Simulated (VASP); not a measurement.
The system is LiH.

```
Li H
1.0
     0.00000    2.03675    2.03675
     2.03675    0.00000    2.03675
     2.03675    2.03675    0.00000
Li H
1 1
Direct
  0.00000 0.00000 0.00000
  0.50000 0.50000 0.50000
```

```yaml
Program: VASP 6.6.1
Task: relaxation of cell and atoms
Functional: PBE
Dispersion: D4
Potentials_or_basis: VASP PAW PBE potentials, release 64 (Li_sv, H)
Cutoff: 600 eV
k_mesh: 8 × 8 × 8
Occupations: gaussian, width 0.01 eV
Spin: no spin polarisation
```

At the start: pressure -2.9 GPa; volume 8.45 Å³/atom.

Where does the relaxation end?

Over 4 steps the energy falls by 7.2 meV/atom and the volume is 7.70 Å³/atom (-8.8 %); space group Fm-3m (No. 225, to 0.05 Å).

Step by step:
```
step  energy change (eV)  largest force (eV/Å)  pressure (GPa)  volume (Å³)
   1              0.0000                0.0000           -2.92        16.90
   2             -0.0061                0.0000           -2.30        16.52
   3             -0.0143                0.0000           -0.37        15.57
   4             -0.0145                0.0000            0.02        15.40
```

Final structure:
```
Li H
1.0
     0.00000    1.97480    1.97480
     1.97480    0.00000    1.97480
     1.97480    1.97480    0.00000
Li H
1 1
Cartesian
  1.9748 3.9496 1.9748
  1.9748 1.9748 1.9748
```

Caveat: the cutoff is under 1.25 times the usual one of these potentials, so pressure, stress and relaxed cells hold a basis-set (Pulay) error.
